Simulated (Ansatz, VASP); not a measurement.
**One calculation of Al, two programs**

```
Al
1.0
    -1.60700    1.60700    1.60700
     1.60700   -1.60700    1.60700
     1.60700    1.60700   -1.60700
Al
1
Direct
  0.00000 0.00000 0.00000
```

Alike in both runs: task single point; functional PBEsol; k mesh 8 × 8 × 8; occupations gaussian, width 0.1 eV; no spin polarisation.

|  | VASP | Ansatz |
| --- | --- | --- |
| version | VASP 6.6.1 | Ansatz 0.2.0 |
| potentials or method | VASP PAW PBE potentials, release 64 (Al), cutoff 500 eV | scalar-relativistic, plane waves, PAW |
| valence electrons in the cell | 3 | 3 |

|  | VASP | Ansatz | Ansatz less VASP |
| --- | --- | --- | --- |
| gap on the k mesh at the Fermi level (eV) | none | none | - |
| pressure (GPa) | 0.4 | 0.4 | -0.06 |

VASP's potentials were made for PBE, not for PBEsol. A gap of «none» marks a metal or a gap that the smearing closes. The functional is the same, so the differences come from potentials, cutoffs and numerics.
